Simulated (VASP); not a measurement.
# C (P6_3/mmc) in VASP: a series of runs, part 2 of 3

VASP 6.6.1.

## Step 3: Single point, PBE (strain +0.000 along x and y, +0.050 along z)

The COD entry that gives the cell may itself be a prediction, so a difference from it is no test against experiment.

INCAR reads:

```
PREC = Accurate ; ENCUT = 520
EDIFF = 1E-6 ; ISMEAR = 0
SIGMA = 0.05 ; LREAL = F
LASPH = T ; NELM = 80
ALGO = Normal ; ISIF = 2
LWAVE = F ; LCHARG = F
GGA = PE ; NBANDS = 26
```

KPOINTS reads:

```
regular mesh
0
Gamma
  12 12 4
```

POSCAR reads:

```
C
1.0
    2.5180184915      0.0000000000      0.0000000000
   -1.2590092457      2.1806679808      0.0000000000
    0.0000000000      0.0000000000      8.7198175910
C
8
Direct
    0.0000000000      0.0000000000      0.0929681641
    0.0000000000      0.0000000000      0.5929681641
    0.0000000000      0.0000000000      0.4070318359
    0.0000000000      0.0000000000      0.9070318359
    0.3333333333      0.6666666667      0.1555285626
    0.6666666667      0.3333333333      0.6555285626
    0.3333333333      0.6666666667      0.3444714374
    0.6666666667      0.3333333333      0.8444714374
```

Potentials or basis: VASP PAW PBE potentials, release 64 (C).

Launch:

```sh
cat potpaw_PBE.64/C/POTCAR > POTCAR
mpirun -np 1 vasp_std > vasp.out
```

OUTCAR:

```text
PREC = Accurate
   ENCUT = 520
   EDIFF = 1E-6
   ISMEAR = 0
   LREAL = F
   LASPH = T
   NELM = 80
   ISIF = 2
   GGA = PE

 ion  position               nearest neighbor table
   1  0.000  0.000  0.093-   5 1.55   5 1.55   5 1.55   4 1.62
   2  0.000  0.000  0.593-   6 1.55   6 1.55   6 1.55   3 1.62
   3  0.000  0.000  0.407-   7 1.55   7 1.55   7 1.55   2 1.62
   4  0.000  0.000  0.907-   8 1.55   8 1.55   8 1.55   1 1.62
   5  0.333  0.667  0.156-   1 1.55   1 1.55   1 1.55   7 1.65
   6  0.667  0.333  0.656-   2 1.55   2 1.55   2 1.55   8 1.65
   7  0.333  0.667  0.344-   3 1.55   3 1.55   3 1.55   5 1.65
   8  0.667  0.333  0.844-   4 1.55   4 1.55   4 1.55   6 1.65

  LATTYP: Found a hexagonal cell.
 ALAT       =     2.5180184915
 C/A-ratio  =     3.4629680522

  Lattice vectors:

 A1 = (   2.5180184915,   0.0000000000,   0.0000000000)
 A2 = (  -1.2590092457,   2.1806679808,   0.0000000000)
 A3 = (   0.0000000000,   0.0000000000,   8.7198175910)

Analysis of symmetry for initial positions (statically):
=====================================================================
 Subroutine PRICEL returns:
 Original cell was already a primitive cell.

 Routine SETGRP: Setting up the symmetry group for a
 hexagonal supercell.

 Subroutine GETGRP returns: Found 24 space group operations
 (whereof 12 operations were pure point group operations)
 out of a pool of 24 trial point group operations.

The static configuration has the point symmetry D_3d.
 The point group associated with its full space group is D_6h.

Analysis of symmetry for dynamics (positions and initial velocities):
=====================================================================
 Subroutine PRICEL returns:
 Original cell was already a primitive cell.

 Routine SETGRP: Setting up the symmetry group for a
 hexagonal supercell.

 Subroutine GETGRP returns: Found 24 space group operations
 (whereof 12 operations were pure point group operations)
 out of a pool of 24 trial point group operations.

[... 138 lines left out ...]
   GGA     = PE    functional components
   LHFCALC =     F    Hartree Fock is set to
   AEXX    =    0.0000 exact exchange contribution
   IVDW    =     0    specifies the selected vdW correction
   LEPSILON=     F    determine dielectric tensor
   LRPA    =     F    only Hartree local field effects (RPA)
 non-spin polarized calculation
 Gauss-broadening in eV      SIGMA  =   0.05
  energy-cutoff  :      520.00
  volume of cell :       47.88
 maximum number of plane-waves:      1305
 NGX is ok and might be reduce to    20
   NGX =  9   NGY =  9   NGZ = 33

 number of electron      32.0000001 magnetization

 Free energy of the ion-electron system (eV)
  ---------------------------------------------------
  ext. energy  EPLUGINS =         0.00000000
  ---------------------------------------------------
  free energy    TOTEN  =       -72.28983906 eV

  energy without entropy =      -72.28983906  energy(sigma->0) =      -72.28983906

 E-fermi :   9.2909     XC(G=0): -12.9832

 val. band max:        9.0843919639   @ k =   0.0000   0.0000   0.0000
 cond. band min:      13.2031978513   @ k =   0.0000   0.0000   0.0000
 fundamental gap:      4.1188058874
 Fermi energy:         9.2908537471

 k-point     1 :       0.0000    0.0000    0.0000
  band No.  band energies     occupation
      1     -11.8294      2.00000
      2     -10.3763      2.00000
      3     -10.2689      2.00000
      4      -7.1017      2.00000
      5      -3.7690      2.00000
      6       2.0145      2.00000
[... 685 lines left out ...]
     25      19.4386      0.00000
     26      20.0137      0.00000

 [... further k-points ...]

------------------------ aborting loop because EDIFF is reached ----------------------------------------

  FORCE on cell =-STRESS in cart. coord.  units (eV):
  Direction    XX          YY          ZZ          XY          YZ          ZX
  --------------------------------------------------------------------------------------
  -------------------------------------------------------------------------------------
  Total       -0.2588096     -0.2588096    -15.3083898     -0.0000000      0.0000000      0.0000000
  in kB       -8.6603443     -8.6603443   -512.2526720     -0.0000000      0.0000000      0.0000000
  external PRESSURE =    -176.5244535 kB  Pullay stress =       0.0000000 kB

 VOLUME and BASIS-vectors are now :
 -----------------------------------------------------------------------------
  energy-cutoff  :      520.00
  volume of cell :       47.88
      direct lattice vectors                 reciprocal lattice vectors
     2.518018491  0.000000000  0.000000000     0.397137671  0.229287541  0.000000000
    -1.259009246  2.180667981  0.000000000     0.000000000  0.458575083  0.000000000
     0.000000000  0.000000000  8.719817591     0.000000000  0.000000000  0.114681298

 POSITION                                       TOTAL-FORCE (eV/Angst)
 -----------------------------------------------------------------------------------
      0.00000      0.00000      0.81067        -0.000000      0.000000      0.187854
      0.00000      0.00000      5.17057        -0.000000      0.000000      0.187854
      0.00000      0.00000      3.54924         0.000000      0.000000     -0.187854
      0.00000      0.00000      7.90915        -0.000000     -0.000000     -0.187854
     -0.00000      1.45378      1.35618        -0.000000      0.000000     -0.162474
      1.25901      0.72689      5.71609         0.000000     -0.000000     -0.162474
     -0.00000      1.45378      3.00373        -0.000000      0.000000      0.162474
      1.25901      0.72689      7.36364         0.000000     -0.000000      0.162474
 -----------------------------------------------------------------------------------
    total drift:                                0.000000     -0.000000      0.000000

  FREE ENERGIE OF THE ION-ELECTRON SYSTEM (eV)
  ---------------------------------------------------
  free  energy   TOTEN  =       -72.2898390640 eV

  energy  without entropy=      -72.2898390640  energy(sigma->0) =      -72.28983906
```

Run time: 41 s. Hardware: 1 thread of Intel Xeon 6975P-C (Granite Rapids), shared host; peak memory 0.19 GiB.

What came out:

```yaml
Free_energy: -72.2898 eV
Pressure: -17.7 GPa
Largest_force: 0.188 eV/Å
Band_gap_on_the_k_mesh: 4.12 eV, direct
```

Forces on the atoms (eV/Å):
```
C    0.000  0.000  0.188
C    0.000  0.000  0.188
C    0.000  0.000 -0.188
C    0.000  0.000 -0.188
C    0.000  0.000 -0.162
C    0.000  0.000 -0.162
C    0.000  0.000  0.162
C    0.000  0.000  0.162
```

Stress tensor (GPa, compression positive):
```
 -0.87   0.00   0.00
  0.00  -0.87   0.00
  0.00   0.00 -51.23
```

Levels at points of the mesh, in eV from the valence-band top:
```
           k point  band 14  band 15  band 16  band 17  band 18  band 19
(0.00, 0.00, 0.00)    -0.27     0.00     0.00     4.12     5.69     5.69
(0.50, 0.00, 0.00)    -4.54    -3.55    -3.00     4.75     5.11     5.54
(0.00, 0.00, 0.50)    -0.49    -0.49    -0.49     6.11     6.11     6.30
(0.50, 0.00, 0.50)    -4.51    -3.53    -3.53     5.37     5.37     6.19
```

Caveat: the cell differs from its parent crystal (strain +0.000 along x and y, +0.050 along z).

## Step 4: Single point, PBE (strain +0.050 along x and y, -0.050 along z)

INCAR reads:

```
SYSTEM = C
ALGO = Normal
EDIFF = 1E-6
ENCUT = 520
GGA = PE
ISIF = 2
ISMEAR = 0
LASPH = .True.
LCHARG = .False.
LREAL = .False.
LWAVE = .False.
NBANDS = 26
NELM = 80
PREC = Accurate
SIGMA = 0.05
```

KPOINTS reads:

```
k-points
0
Gamma
  12 12 4
  0 0 0
```

Edit POSCAR of step 3 so:

```diff
@@ -2,5 +2,5 @@
 1.0
-    2.5180184915      0.0000000000      0.0000000000
-   -1.2590092457      2.1806679808      0.0000000000
-    0.0000000000      0.0000000000      8.7198175910
+    2.6439194161      0.0000000000      0.0000000000
+   -1.3219597080      2.2897013799      0.0000000000
+    0.0000000000      0.0000000000      7.8893587728
 C
```

Potentials or basis: VASP PAW PBE potentials, release 64 (C).

Launch:

```sh
cat potpaw_PBE.64/C/POTCAR > POTCAR
mpirun -np 1 vasp_std > vasp.out
```

OUTCAR:

```text
SYSTEM = C
   EDIFF = 1E-6
   ENCUT = 520
   GGA = PE
   ISIF = 2
   ISMEAR = 0
   LASPH = .True.
   LREAL = .False.
   NELM = 80
   PREC = Accurate

 ion  position               nearest neighbor table
   1  0.000  0.000  0.093-   4 1.47   5 1.60   5 1.60   5 1.60
   2  0.000  0.000  0.593-   3 1.47   6 1.60   6 1.60   6 1.60
   3  0.000  0.000  0.407-   2 1.47   7 1.60   7 1.60   7 1.60
   4  0.000  0.000  0.907-   1 1.47   8 1.60   8 1.60   8 1.60
   5  0.333  0.667  0.156-   7 1.49   1 1.60   1 1.60   1 1.60
   6  0.667  0.333  0.656-   8 1.49   2 1.60   2 1.60   2 1.60
   7  0.333  0.667  0.344-   5 1.49   3 1.60   3 1.60   3 1.60
   8  0.667  0.333  0.844-   6 1.49   4 1.60   4 1.60   4 1.60

  LATTYP: Found a hexagonal cell.
 ALAT       =     2.6439194161
 C/A-ratio  =     2.9839634010

  Lattice vectors:

 A1 = (   2.6439194161,   0.0000000000,   0.0000000000)
 A2 = (  -1.3219597080,   2.2897013799,   0.0000000000)
 A3 = (   0.0000000000,   0.0000000000,   7.8893587728)

Analysis of symmetry for initial positions (statically):
=====================================================================
 Subroutine PRICEL returns:
 Original cell was already a primitive cell.

 Routine SETGRP: Setting up the symmetry group for a
 hexagonal supercell.

 Subroutine GETGRP returns: Found 24 space group operations
 (whereof 12 operations were pure point group operations)
 out of a pool of 24 trial point group operations.

The static configuration has the point symmetry D_3d.
 The point group associated with its full space group is D_6h.

Analysis of symmetry for dynamics (positions and initial velocities):
=====================================================================
 Subroutine PRICEL returns:
 Original cell was already a primitive cell.

 Routine SETGRP: Setting up the symmetry group for a
 hexagonal supercell.

 Subroutine GETGRP returns: Found 24 space group operations
 (whereof 12 operations were pure point group operations)
 out of a pool of 24 trial point group operations.

The dynamic configuration has the point symmetry D_3d.
 The point group associated with its full space group is D_6h.

 Subroutine INISYM returns: Found 24 space group operations
 (whereof 12 operations are pure point group operations),
 and found     1 'primitive' translations

----------------------------------------------------------------------------------------

                                     Primitive cell

  volume of cell :      47.7605

  direct lattice vectors                    reciprocal lattice vectors
     2.643919416  0.000000000  0.000000000     0.378226354  0.218369087  0.000000000
    -1.321959708  2.289701380  0.000000000     0.000000000  0.436738174  0.000000000
     0.000000000  0.000000000  7.889358773     0.000000000  0.000000000  0.126753014

  length of vectors
     2.643919416  2.643919416  7.889358773     0.436738174  0.436738174  0.126753014

  position of ions in fractional coordinates (direct lattice)
     0.000000000  0.000000000  0.092968164
     0.000000000  0.000000000  0.592968164
     0.000000000  0.000000000  0.407031836
[... 37 lines left out ...]

 Subroutine IBZKPT returns following result:
 ===========================================

 Found     57 irreducible k-points:

 Following reciprocal coordinates:
            Coordinates               Weight
  0.000000  0.000000  0.000000      1.000000
  0.083333  0.000000  0.000000      6.000000
  0.166667  0.000000  0.000000      6.000000
  0.250000  0.000000  0.000000      6.000000
  0.333333  0.000000  0.000000      6.000000
  0.416667  0.000000  0.000000      6.000000
[... 16 lines left out ...]
  0.250000  0.000000  0.250000     12.000000
  0.333333  0.000000  0.250000     12.000000
 [... further k-points ...]
   k-points           NKPTS =     57   k-points in BZ     NKDIM =     57   number of bands    NBANDS=     26
   number of dos      NEDOS =    301   number of ions     NIONS =      8
   total plane-waves  NPLWV =  24000
   dimension x,y,z NGX =    20 NGY =   20 NGZ =   60
   dimension x,y,z NGXF=    40 NGYF=   40 NGZF=  120
   ions per type =               8
   NGX,Y,Z   is equivalent  to a cutoff of  12.58, 12.58, 12.64 a.u.
   NGXF,Y,Z  is equivalent  to a cutoff of  25.15, 25.15, 25.29 a.u.
 SYSTEM =  C
   PREC   = accura    normal or accurate (medium, high low for compatibility)
   ISTART =      0    job   : 0-new  1-cont  2-samecut
   ICHARG =      2    charge: 1-file 2-atom 10-const
   ISPIN  =      1    spin polarized calculation?
   LNONCOLLINEAR =      F non collinear calculations
   LSORBIT =      F    spin-orbit coupling
   LASPH  =      T    aspherical Exc in radial PAW
   ENCUT  =  520.0 eV  38.22 Ry    6.18 a.u.   4.92  4.92 14.67*2*pi/ulx,y,z
   NELM   =     80;   NELMIN=  2; NELMDL= -5     # of ELM steps
   EDIFF  = 0.1E-05   stopping-criterion for ELM
   LREAL  =      F    real-space projection
   EDIFFG = 0.1E-04   stopping-criterion for IOM
   NSW    =      0    number of steps for IOM
   IBRION =     -1    ionic relax: 0-MD 1-quasi-New 2-CG
   NFREE  =      0    steps in history (QN), initial steepest desc. (CG)
   ISIF   =      2    stress and relaxation
   ISYM   =      2    0-nonsym 1-usesym 2-fastsym
   POTIM  = 0.5000    time-step for ionic-motion
   TEBEG  =    0.0;   TEEND  =   0.0 temperature during run
   PSTRESS=    0.0 pullay stress
   NELECT =      32.0000    total number of electrons
   NUPDOWN=      -1.0000    fix difference up-down
   EMIN   =  10.00;   EMAX   =-10.00  energy-range for DOS
   EFERMI =   0.00;   METHOD = LEGACY
   ISMEAR =     0;   SIGMA  =   0.05  broadening in eV -4-tet -1-fermi 0-gaus
   EFERMI_NEDOS =   21; number of points for ismear=-14 and -15
   IALGO  =     38    algorithm
   IMIX   =      4    mixing-type and parameters
     AMIX     =   0.40;   BMIX     =  1.00
     AMIX_MAG =   1.60;   BMIX_MAG =  1.00
  volume/ion in A,a.u.               =       5.97        40.29
  Fermi-wavevector in a.u.,A,eV,Ry     =   1.432524  2.707078 27.920855  2.052125
  Thomas-Fermi vector in A             =   2.552142
   LORBIT       =      0    0 simple, 1 ext, 2 COOP (PROOUT), +10 PAW based schemes
   GGA     = PE    functional components
   LHFCALC =     F    Hartree Fock is set to
   AEXX    =    0.0000 exact exchange contribution
   IVDW    =     0    specifies the selected vdW correction
   LEPSILON=     F    determine dielectric tensor
   LRPA    =     F    only Hartree local field effects (RPA)
 non-spin polarized calculation
 Gauss-broadening in eV      SIGMA  =   0.05
  energy-cutoff  :      520.00
  volume of cell :       47.76
 maximum number of plane-waves:      1326
 NGX is ok and might be reduce to    20
   NGX =  9   NGY =  9   NGZ = 29

 number of electron      32.0000002 magnetization

 Free energy of the ion-electron system (eV)
  ---------------------------------------------------
  ext. energy  EPLUGINS =         0.00000000
  ---------------------------------------------------
  free energy    TOTEN  =       -71.43118719 eV

  energy without entropy =      -71.43118719  energy(sigma->0) =      -71.43118719

 E-fermi :   9.4914     XC(G=0): -12.9826

 val. band max:        9.2754182427   @ k =   0.0000   0.0000   0.0000
 cond. band min:      12.3419702430   @ k =   0.5000   0.0000   0.0000
 fundamental gap:      3.0665520003
 Fermi energy:         9.4913747748

 k-point     1 :       0.0000    0.0000    0.0000
  band No.  band energies     occupation
      1     -11.8532      2.00000
      2     -10.0067      2.00000
      3      -9.9364      2.00000
      4      -4.9774      2.00000
      5      -3.9879      2.00000
      6       3.4933      2.00000
[... 685 lines left out ...]
     25      19.9562      0.00000
     26      21.4367      0.00000

 [... further k-points ...]
[... 5 lines left out ...]
  --------------------------------------------------------------------------------------
  -------------------------------------------------------------------------------------
  Total      -15.0839526    -15.0839526     19.4478458     -0.0000000     -0.0000000      0.0000000
  in kB     -506.0075232   -506.0075232    652.3990478     -0.0000000     -0.0000000      0.0000000
  external PRESSURE =    -119.8719995 kB  Pullay stress =       0.0000000 kB

 VOLUME and BASIS-vectors are now :
 -----------------------------------------------------------------------------
  energy-cutoff  :      520.00
  volume of cell :       47.76
      direct lattice vectors                 reciprocal lattice vectors
     2.643919416  0.000000000  0.000000000     0.378226354  0.218369087  0.000000000
    -1.321959708  2.289701380  0.000000000     0.000000000  0.436738174  0.000000000
     0.000000000  0.000000000  7.889358773     0.000000000  0.000000000  0.126753014

 POSITION                                       TOTAL-FORCE (eV/Angst)
 -----------------------------------------------------------------------------------
      0.00000      0.00000      0.73346         0.000000      0.000000      0.408497
      0.00000      0.00000      4.67814        -0.000000     -0.000000      0.408497
      0.00000      0.00000      3.21122         0.000000     -0.000000     -0.408497
      0.00000      0.00000      7.15590         0.000000      0.000000     -0.408497
     -0.00000      1.52647      1.22702         0.000000     -0.000000     -0.671401
      1.32196      0.76323      5.17170        -0.000000      0.000000     -0.671401
     -0.00000      1.52647      2.71766        -0.000000     -0.000000      0.671401
      1.32196      0.76323      6.66234        -0.000000      0.000000      0.671401
 -----------------------------------------------------------------------------------
    total drift:                                0.000000     -0.000000      0.000000

  FREE ENERGIE OF THE ION-ELECTRON SYSTEM (eV)
  ---------------------------------------------------
  free  energy   TOTEN  =       -71.4311871875 eV

  energy  without entropy=      -71.4311871875  energy(sigma->0) =      -71.43118719
```

Wall time 40 s (1 thread of Intel Xeon 6975P-C (Granite Rapids), shared host); peak memory 0.18 GiB.

What came out:

```yaml
Free_energy: -71.4312 eV
Pressure: -12.0 GPa
Largest_force: 0.671 eV/Å
Band_gap_on_the_k_mesh: 3.07 eV, indirect (least direct gap 4.00 eV)
```

Forces in eV/Å, atoms in the order of the input:
```
C    0.000  0.000  0.408
C    0.000  0.000  0.408
C    0.000  0.000 -0.408
C    0.000  0.000 -0.408
C    0.000  0.000 -0.671
C    0.000  0.000 -0.671
C    0.000  0.000  0.671
C    0.000  0.000  0.671
```

Stress tensor (GPa, compression positive):
```
-50.60   0.00   0.00
  0.00 -50.60   0.00
  0.00   0.00  65.24
```

Caveat: the cell differs from its parent crystal (strain +0.050 along x and y, -0.050 along z).

(Part 2 of 3 ends here.)
